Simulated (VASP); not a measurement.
A run of VASP 6.6.1 is set up as follows.

POSCAR

```
Hf
1.0
    3.2432256534      0.0000000000      0.0000000000
   -1.6216128267      2.8087158061      0.0000000000
    0.0000000000      0.0000000000     10.4600428570
Hf
4
Direct
    0.0000000000      0.0000000000      0.0000000000
    0.0000000000      0.0000000000      0.5000000000
    0.3333333333      0.6666666667      0.7500000000
    0.6666666667      0.3333333333      0.2500000000
```

INCAR.step1

```
SYSTEM = Hf
PREC = Accurate
ENCUT = 550
ISMEAR = 0
SIGMA = 0.1
LREAL = .FALSE.
LASPH = .TRUE.
NELM = 120
GGA = PE
ALGO = Normal
EDIFF = 1E-5
LWAVE = .TRUE.
LCHARG = .FALSE.
GGA_COMPAT = .FALSE.
IBRION = 2
ISIF = 3
EDIFFG = -0.005
NELMIN = 4
NSW = 100
```

File INCAR.step2:

```
SYSTEM = Hf
PREC = Accurate
ENCUT = 550
EDIFF = 1E-7
ISMEAR = 0
SIGMA = 0.1
LREAL = .FALSE.
LASPH = .TRUE.
NELM = 120
ALGO = Normal
ISIF = 3
LWAVE = .FALSE.
LCHARG = .FALSE.
METAGGA = R2SCAN
LMIXTAU = .TRUE.
IBRION = 2
NSW = 90
EDIFFG = -0.04
ISTART = 1
GGA_COMPAT = .FALSE.
NELMIN = 4
```

The input KPOINTS:

```
regular mesh
0
G
  6 6 2
  0 0 0
```

Potentials or basis: VASP PAW PBE potentials, release 64 (Hf_pv).

Command:

```bash
$ cat potpaw_PBE.64/Hf_pv/POTCAR > POTCAR
$ cp INCAR.step1 INCAR
$ mpirun -np 1 vasp_std > vasp.out
$ cp INCAR.step2 INCAR
$ mpirun -np 1 vasp_std > vasp.out
```

Problem. What does it give for the relaxed cell?

Solution. a = 3.174 Å, b = 3.174 Å, c = 10.223 Å, α = 90.00°, β = 90.00°, γ = 120.00°.

Problem. Estimate the relaxed volume.

Solution. 22.30 Å³/atom.

Problem. What does it give for the band gap on the k mesh?

Solution. Zero (bands 20 and 21 overlap by 1.52 eV).

Problem. Predict the space group after relaxing (to 0.1 Å).

Solution. P6_3/mmc (No. 194).

Stress tensor (GPa, compression positive):
```
 0.10  0.00  0.00
 0.00  0.10  0.00
 0.00  0.00 -0.13
```

Caveat: the k points lie up to 0.38 Å⁻¹ apart in the final cell, too coarse for converged energies and pressures of a metal; the PAW data sets were made with another functional, which shifts forces and pressure a little; spin-orbit coupling is left out, which moves the levels of the heavy elements.
